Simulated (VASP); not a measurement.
# Mg (Fm-3m) in VASP: a series of runs

Mg is run at these levels: RPBE; tasks: single point.

Program: VASP 6.6.1. These are calculated values, not measurements. Logs are shortened: lines on timing, memory, paths and dates and some standing lists are left out, and cuts for length are marked.

### Step 1. The cell of the first run

The structure is cubic, space group Fm-3m (No. 225). Conventional cell: a = 4.690 Å, b = 4.690 Å, c = 4.690 Å, α = 90.00°, β = 90.00°, γ = 90.00°. Within 4.4 Å of Mg (site symmetry m-3m) lie 12 Mg at 3.32 Å.

### Step 2. Single point, RPBE (volume scaled by 1.08)

File INCAR:

```
  PREC = Accurate
  ENCUT = 520
  EDIFF = 1E-6
  ISMEAR = -1
  SIGMA = 0.1
  LREAL = F
  LASPH = T
  NELM = 100
  ALGO = Normal
  ISIF = 2
  LWAVE = F
  LCHARG = F
  GGA = RP
  NBANDS = 7
```

File KPOINTS:

```
regular mesh
0
Gamma
  13 13 13
```

File POSCAR:

```
Mg
1.0
    0.0000000000      2.3452492060      2.3452492060
    2.3452492060      0.0000000000      2.3452492060
    2.3452492060      2.3452492060      0.0000000000
Mg
1
Direct
    0.0000000000      0.0000000000      0.0000000000
```

Potentials or basis: VASP PAW PBE potentials, release 64 (Mg).

Started as:

```bash
$ cat potpaw_PBE.64/Mg/POTCAR > POTCAR
$ mpirun -np 1 vasp_std > vasp.out
```

OUTCAR:

```text
PREC = Accurate
   ENCUT = 520
   EDIFF = 1E-6
   ISMEAR = -1
   LREAL = F
   LASPH = T
   NELM = 100
   ISIF = 2
   GGA = RP

 ion  position               nearest neighbor table
   1  0.000  0.000  0.000-

  LATTYP: Found a face centered cubic cell.
 ALAT       =     4.6904984120

  Lattice vectors:

 A1 = (   0.0000000000,   2.3452492060,   2.3452492060)
 A2 = (   2.3452492060,   0.0000000000,   2.3452492060)
 A3 = (   2.3452492060,   2.3452492060,   0.0000000000)

Analysis of symmetry for initial positions (statically):
=====================================================================
 Subroutine PRICEL returns:
 Original cell was already a primitive cell.

 Routine SETGRP: Setting up the symmetry group for a
 face centered cubic supercell.

 Subroutine GETGRP returns: Found 48 space group operations
 (whereof 48 operations were pure point group operations)
 out of a pool of 48 trial point group operations.

The static configuration has the point symmetry O_h .

Analysis of symmetry for dynamics (positions and initial velocities):
=====================================================================
 Subroutine PRICEL returns:
 Original cell was already a primitive cell.

 Routine SETGRP: Setting up the symmetry group for a
 face centered cubic supercell.

 Subroutine GETGRP returns: Found 48 space group operations
 (whereof 48 operations were pure point group operations)
 out of a pool of 48 trial point group operations.

The dynamic configuration has the point symmetry O_h .

 Subroutine INISYM returns: Found 48 space group operations
 (whereof 48 operations are pure point group operations),
 and found     1 'primitive' translations

----------------------------------------------------------------------------------------

                                     Primitive cell

  volume of cell :      25.7987

  direct lattice vectors                    reciprocal lattice vectors
     0.000000000  2.345249206  2.345249206    -0.213196960  0.213196960  0.213196960
     2.345249206  0.000000000  2.345249206     0.213196960 -0.213196960  0.213196960
     2.345249206  2.345249206  0.000000000     0.213196960  0.213196960 -0.213196960

  length of vectors
     3.316683234  3.316683234  3.316683234     0.369267966  0.369267966  0.369267966

  position of ions in fractional coordinates (direct lattice)
     0.000000000  0.000000000  0.000000000

  ion indices of the primitive-cell ions
   primitive index   ion index
                 1           1
[... 72 lines left out ...]
   EDIFF  = 0.1E-05   stopping-criterion for ELM
   LREAL  =      F    real-space projection
   EDIFFG = 0.1E-04   stopping-criterion for IOM
   NSW    =      0    number of steps for IOM
   IBRION =     -1    ionic relax: 0-MD 1-quasi-New 2-CG
   NFREE  =      0    steps in history (QN), initial steepest desc. (CG)
   ISIF   =      2    stress and relaxation
   ISYM   =      2    0-nonsym 1-usesym 2-fastsym
   POTIM  = 0.5000    time-step for ionic-motion
   TEBEG  =    0.0;   TEEND  =   0.0 temperature during run
   PSTRESS=    0.0 pullay stress
   NELECT =       2.0000    total number of electrons
   NUPDOWN=      -1.0000    fix difference up-down
   EMIN   =  10.00;   EMAX   =-10.00  energy-range for DOS
   EFERMI =   0.00;   METHOD = LEGACY
   ISMEAR =    -1;   SIGMA  =   0.10  broadening in eV -4-tet -1-fermi 0-gaus
   EFERMI_NEDOS =   21; number of points for ismear=-14 and -15
   IALGO  =     38    algorithm
   IMIX   =      4    mixing-type and parameters
     AMIX     =   0.40;   BMIX     =  1.00
     AMIX_MAG =   1.60;   BMIX_MAG =  1.00
  volume/ion in A,a.u.               =      25.80       174.10
  Fermi-wavevector in a.u.,A,eV,Ry     =   0.698049  1.319121  6.629741  0.487272
  Thomas-Fermi vector in A             =   1.781545
   LORBIT       =      0    0 simple, 1 ext, 2 COOP (PROOUT), +10 PAW based schemes
   GGA     = RP    functional components
   LHFCALC =     F    Hartree Fock is set to
   AEXX    =    0.0000 exact exchange contribution
   IVDW    =     0    specifies the selected vdW correction
   LEPSILON=     F    determine dielectric tensor
   LRPA    =     F    only Hartree local field effects (RPA)
 non-spin polarized calculation
  energy-cutoff  :      520.00
  volume of cell :       25.80
 maximum number of plane-waves:       725
 NGX is ok and might be reduce to    28
   NGX = 13   NGY = 13   NGZ = 13

 number of electron       2.0000000 magnetization

 Free energy of the ion-electron system (eV)
  ---------------------------------------------------
  ext. energy  EPLUGINS =         0.00000000
  ---------------------------------------------------
  free energy    TOTEN  =        -1.31997879 eV

  energy without entropy =       -1.30410054  energy(sigma->0) =       -1.31203967

 E-fermi :   2.1539     XC(G=0):  -8.0462

 val. band max:        2.1431212769   @ k =  -0.3077   0.3846   0.0769
 cond. band min:       2.1929460220   @ k =   0.4615   0.0769   0.0000
 fundamental gap:      0.0498247451
 Fermi energy:         2.1539286021

 k-point     1 :       0.0000    0.0000    0.0000
  band No.  band energies     occupation
      1      -4.2881      2.00000
      2      13.8141      0.00000
      3      13.8141      0.00000
      4      13.8141      0.00000
      5      15.2421      0.00000
      6      15.2421      0.00000
      7      15.2421      0.00000
[... 221 lines left out ...]
 k-point    24 :       0.4615    0.1538    0.0000
  band No.  band energies     occupation
      1      -0.4631      2.00000
      2       3.0672      0.00022
      3       9.5060      0.00000
      4      10.5307      0.00000
      5      11.6917      0.00000
      6      16.5222      0.00000
      7      18.0421      0.00000

 [... further k-points ...]

------------------------ aborting loop because EDIFF is reached ----------------------------------------

  FORCE on cell =-STRESS in cart. coord.  units (eV):
  Direction    XX          YY          ZZ          XY          YZ          ZX
  --------------------------------------------------------------------------------------
  -------------------------------------------------------------------------------------
  Total       -0.3766912     -0.3766912     -0.3766912     -0.0000000      0.0000000      0.0000000
  in kB      -23.3937051    -23.3937051    -23.3937051     -0.0000000      0.0000000      0.0000000
  external PRESSURE =     -23.3937051 kB  Pullay stress =       0.0000000 kB

 VOLUME and BASIS-vectors are now :
 -----------------------------------------------------------------------------
  energy-cutoff  :      520.00
  volume of cell :       25.80
      direct lattice vectors                 reciprocal lattice vectors
     0.000000000  2.345249206  2.345249206    -0.213196960  0.213196960  0.213196960
     2.345249206  0.000000000  2.345249206     0.213196960 -0.213196960  0.213196960
     2.345249206  2.345249206  0.000000000     0.213196960  0.213196960 -0.213196960

 POSITION                                       TOTAL-FORCE (eV/Angst)
 -----------------------------------------------------------------------------------
      0.00000      0.00000      0.00000         0.000000     -0.000000     -0.000000
 -----------------------------------------------------------------------------------
    total drift:                                0.000000     -0.000000     -0.000000

  FREE ENERGIE OF THE ION-ELECTRON SYSTEM (eV)
  ---------------------------------------------------
  free  energy   TOTEN  =        -1.3199787922 eV

  energy  without entropy=       -1.3041005437  energy(sigma->0) =       -1.31203967
```

Wall time 19 s (1 thread of Intel Xeon Platinum 8375C at 2.90GHz (Ice Lake), shared host); peak memory 0.16 GiB.

Results:

* Free energy: -1.3200 eV
* Pressure: -2.3 GPa
* Band gap on the k mesh: zero (band 1 reaches 2.92 eV, above the bottom of band 2 at 1.14 eV)

Caveat: the PAW data sets were made with another functional, which shifts forces and pressure a little.

### Step 3. Single point, RPBE (volume scaled by 1.12)

File INCAR:

```
PREC     = Accurate       # precision mode
ENCUT    = 520            # plane-wave cutoff, eV
EDIFF    = 1E-7           # SCF threshold, eV
ISMEAR   = -1             # smearing method
SIGMA    = 0.1            # smearing width, eV
LREAL    = F              # projectors in reciprocal space
LASPH    = T              # aspherical terms in the spheres
NELM     = 60             # most SCF steps
ALGO     = Normal         # electronic algorithm
ISIF     = 2              # what is computed and relaxed
LWAVE    = F              # write WAVECAR
LCHARG   = F              # write CHGCAR
GGA      = RP             # functional
NBANDS   = 7              # bands
```

KPOINTS is that of step 2.

File POSCAR:

```
Mg
1.0
    0.0000000000      2.3738526251      2.3738526251
    2.3738526251      0.0000000000      2.3738526251
    2.3738526251      2.3738526251      0.0000000000
Mg
1
Direct
    0.0000000000      0.0000000000      0.0000000000
```

Potentials or basis: VASP PAW PBE potentials, release 64 (Mg).

Started as:

```bash
$ cat potpaw_PBE.64/Mg/POTCAR > POTCAR
$ mpirun -np 1 vasp_std > vasp.out
```

Run time: 24 s. Hardware: 1 thread of Intel Xeon Platinum 8375C at 2.90GHz (Ice Lake), shared host; peak memory 0.16 GiB.

The run converged. Its results:

```yaml
Free_energy: -1.3036 eV
Pressure: -3.1 GPa
Band_gap_on_the_k_mesh: zero (band 1 reaches 2.75 eV, above the bottom of band 2 at 0.98 eV)
```

Levels at points of the mesh, in eV from the Fermi level:
| k point | band 1 | band 2 | band 3 | band 4 | band 5 |
| --- | --- | --- | --- | --- | --- |
| (0.00, 0.00, 0.00) | -6.30 | 11.44 | 11.44 | 11.44 | 12.70 |

Caveat: the PAW data sets were made with another functional, which shifts forces and pressure a little.
